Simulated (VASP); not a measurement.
Re, 3 atoms in the cell. The structure is trigonal, space group R-3m (No. 166). Conventional cell: a = 2.768 Å, b = 2.768 Å, c = 20.096 Å, α = 90.00°, β = 90.00°, γ = 120.00°. Within 3.6 Å of Re (site symmetry -3m) lie 12 Re at 2.75 to 2.77 Å. Re (site symmetry 3m) has 12 Re at 2.74 to 2.77 Å within 3.6 Å. 

- Program: VASP 6.6.1
- Task: single point
- Functional: PBE
- Potentials or basis: VASP PAW PBE potentials, release 64 (Re)
- Cutoff: 520 eV
- k mesh: 15 × 15 × 15
- Occupations: gaussian, width 0.05 eV
- Spin: no spin polarisation
- Dipole correction: no
- Further INCAR settings: ALGO = Fast; EDIFF = 1e-06; NBANDS = 18

Potentials or basis: VASP PAW PBE potentials, release 64 (Re).

Launch:

```console
$ cat potpaw_PBE.64/Re/POTCAR > POTCAR
$ mpirun -np 1 vasp_std > vasp.out
```

Hardware: 1 thread of Intel(R) Xeon(R) 6975P-C (Granite Rapids) (shared host).

Problem. Estimate the wall time of this run.

Solution. Wall time 19 min on 1 thread of Intel(R) Xeon(R) 6975P-C (Granite Rapids), on a shared host, peak memory 0.56 GiB. Counts: scf iterations 16, k points 344.
